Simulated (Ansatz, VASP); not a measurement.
# Co2Si in VASP and in Ansatz

```
Co Si
1.0
     3.79201    0.00000    0.00000
     0.00000    3.79201    0.00000
     0.00000    0.00000    2.61248
Co Si
2 1
Direct
  0.50000 0.00000 0.50000
  0.00000 0.50000 0.50000
  0.50000 0.50000 0.00000
```

Alike in both runs: functional PBE; k mesh 12 × 12 × 18; occupations gaussian, width 0.1 eV; collinear spin.

Ansatz relaxed the structure, and its values are those at the end. VASP's run is a single point on that final structure, the one shown.

|  | VASP | Ansatz |
| --- | --- | --- |
| version | VASP 6.6.1 | Ansatz 0.2.0 |
| potentials or method | VASP PAW PBE potentials, release 64 (Co, Si), cutoff 520 eV | scalar-relativistic, plane waves, PAW |
| valence electrons in the cell | 22 | 38 |

|  | VASP | Ansatz | Ansatz less VASP |
| --- | --- | --- | --- |
| gap on the k mesh at the Fermi level (eV) | none | none | - |
| pressure (GPa) | 0.1 | 0.0 | -0.09 |
| net moment per atom (μB) | 0.45 | 0.46 | +0.003 |
| size of the moment on the site where the two differ most (μB) | 0.03 | 0.03 | +0.006 |

Site moments also hang on the region over which each program counts them. A gap of «none» marks a metal or a gap that the smearing closes. VASP's potentials hold 22 valence electrons a cell and Ansatz's 38, so a difference there can come from the potentials and not from the codes.
